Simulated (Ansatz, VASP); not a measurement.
**One calculation of Hg, two programs**

Contents of POSCAR:

```
Hg
1.0
    1.8684004917      1.0787215269      2.2340000000
   -1.8684004917      1.0787215269      2.2340000000
    0.0000000000     -2.1574430537      2.2340000000
Hg
1
Direct
    0.0000000000      0.0000000000      0.0000000000
```

The input INCAR.step1:

```
SYSTEM = Hg
PREC = Accurate
ENCUT = 520
ISMEAR = 0
SIGMA = 0.15
LREAL = .False.
LASPH = .True.
NELM = 100
NBANDS = 12
GGA = PE
ALGO = Normal
EDIFF = 1E-4
LWAVE = .True.
LCHARG = .False.
```

INCAR.step2

```
SYSTEM = Hg
PREC = Accurate
ENCUT = 520
EDIFF = 1E-6
ISMEAR = 0
SIGMA = 0.15
LREAL = .False.
LASPH = .True.
NELM = 100
ALGO = Normal
ISIF = 2
LWAVE = .False.
LCHARG = .False.
METAGGA = R2SCAN
LMIXTAU = .True.
NBANDS = 12
ISTART = 1
```

File KPOINTS:

```
regular mesh
0
Gamma
  18 18 18
  0 0 0
```

Input for Ansatz:

```yaml
crystal:
  lattice:
    - [1.8684004917, 1.0787215269, 2.234]
    - [-1.8684004917, 1.0787215269, 2.234]
    - [0.0, -2.1574430537, 2.234]
  atoms:
    - { symbol: Hg, position: [0.0, 0.0, 0.0] }
basis:
  ecutwfc: 500
kpoints:
  mp_grid: { grid: [18, 18, 18] }
hamiltonian:
  xc: r2scan
scf:
  occupations: { method: gaussian, width: 0.15 }
output:
  forces: true
  stress: true
  eigenvalues: true
```

Change from the starting cell: strain +0.080 along x and y, +0.000 along z, atoms carried along.

Alike in both runs: task single point; functional r2SCAN; k mesh 18 × 18 × 18; occupations gaussian, width 0.15 eV; no spin polarisation.

```csv
,VASP,Ansatz
version,VASP 6.6.1,Ansatz 0.2.0
potentials or method,"VASP PAW PBE potentials, release 64 (Hg), cutoff 520 eV","scalar-relativistic, plane waves, PAW"
valence electrons in the cell,12,20
```

```csv
,VASP,Ansatz,Ansatz less VASP
gap on the k mesh at the Fermi level (eV),none,none,-
pressure (GPa),-0.3,-0.6,-0.29
"traceless stress, the component that is largest in VASP (GPa)",-0.42,-0.55,-0.122
```

VASP's potentials were made for PBE, not for r2SCAN. A gap of «none» marks a metal or a gap that the smearing closes. VASP's potentials hold 12 valence electrons a cell and Ansatz's 20, so a difference there can come from the potentials and not from the codes.

Spin-orbit coupling is off throughout.
